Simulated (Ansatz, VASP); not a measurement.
# Al in VASP and in Ansatz

```
Al
1.0
    -2.82220    0.00000    0.00000
    -1.41110   -2.44410    0.00000
     0.00000    0.00000   20.52412
Al
8
Direct
  0.00000 0.00000 0.73332
  0.00000 0.00000 0.28205
  0.33333 0.33333 0.84614
  0.33333 0.33333 0.39487
  0.00000 0.00000 0.05641
  0.00000 0.00000 0.50769
  0.66667 0.66667 0.16923
  0.66667 0.66667 0.62051
```

Alike in both runs: task single point; functional r2SCAN; k mesh 19 × 19 × 3; occupations gaussian, width 0.15 eV; no spin polarisation.

|  | VASP | Ansatz |
| --- | --- | --- |
| version | VASP 6.6.1 | Ansatz 0.2.0 |
| potentials or method | VASP PAW PBE potentials, release 64 (Al), cutoff 520 eV | scalar-relativistic, plane waves, PAW |
| valence electrons in the cell | 24 | 24 |

Ansatz gave:

| Item | Value |
| --- | --- |
| gap on the k mesh at the Fermi level (eV) | none |
| pressure (GPa) | -1.0 |
| traceless stress, the component that is largest in VASP (GPa) | 1.06 |
| rms of the force components (eV/Å) | 0.060 |

**Question.** Which values does VASP return?

**Answer.** gap on the k mesh at the Fermi level (eV): none; pressure (GPa): -1.3; traceless stress, the component that is largest in VASP (GPa): 1.08; rms of the force components (eV/Å): 0.056.

VASP's potentials were made for PBE, not for r2SCAN. Atom by atom the forces differ by 0.004 eV/Å (rms over components). A gap of «none» marks a metal or a gap that the smearing closes. With one functional, cell and mesh, what is left measures potentials, basis and numerics.
